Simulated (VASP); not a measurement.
HgTe (rocksalt type), 2 atoms in the cell. The structure is cubic, space group Fm-3m (No. 225). The conventional cell has a = 5.957 Å, b = 5.957 Å, c = 5.957 Å, α = 90.00°, β = 90.00°, γ = 90.00°. Hg (site symmetry m-3m) has 6 Te at 2.98 Å within 3.9 Å. Within 3.9 Å of Te (site symmetry m-3m) lie 6 Hg at 2.98 Å. 

```yaml
Program: VASP 6.6.1
Task: relaxation of cell and atoms
Functional: PBE
Potentials_or_basis: VASP PAW PBE potentials, release 64 (Hg, Te)
Cutoff: 600 eV
k_mesh: 12 × 12 × 12
Occupations: fermi-dirac, width 0.05 eV
Spin: no spin polarisation
Dipole_correction: no
Further_INCAR_settings: ALGO = Normal; EDIFF = 1e-06; IBRION = 2; EDIFFG = -0.005; NSW = 60; ISIF = 3
```

Potentials or basis: VASP PAW PBE potentials, release 64 (Hg, Te).

Command:

```bash
$ cat potpaw_PBE.64/Hg/POTCAR potpaw_PBE.64/Te/POTCAR > POTCAR
$ mpirun -np 1 vasp_std > vasp.out
```

Hardware: 1 thread of Intel Xeon 8259CL, on a shared host.

Task: How long does it take, and how much memory?

Result: It took 3.7 min on 1 thread of Intel Xeon 8259CL, on a shared host, peak memory 0.26 GiB. Counts: scf iterations 40, k points 72, ion steps 5.
